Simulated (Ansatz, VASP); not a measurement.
## Au: VASP beside Ansatz

```xyz
1
Lattice="0.0000 2.0350 2.0350 2.0350 0.0000 2.0350 2.0350 2.0350 0.0000" Properties=species:S:1:pos:R:3 pbc="T T T"
Au    0.0000    0.0000    0.0000
```

Alike in both runs: task single point; functional PBE; k mesh 7 × 7 × 7; occupations fermi-dirac, width 0.03 eV; no spin polarisation.

|  | VASP | Ansatz |
| --- | --- | --- |
| version | VASP 6.6.1 | Ansatz 0.2.0 |
| potentials or method | VASP PAW PBE potentials, release 64 (Au), cutoff 520 eV | all-electron LAPW, scalar-relativistic |

VASP gave:

```
gap on the k mesh at the Fermi level (eV) : none
pressure (GPa)                            : 10.3
```

**Question.** Which values does Ansatz return?

**Answer.** gap on the k mesh at the Fermi level (eV): none; pressure (GPa): 10.6.

A gap of «none» marks a metal or a gap that the smearing closes. Ansatz ran all-electron here, and VASP with PAW potentials.

The k mesh is coarse, so the values compare programs but aren't converged. Neither program's run includes spin-orbit coupling.
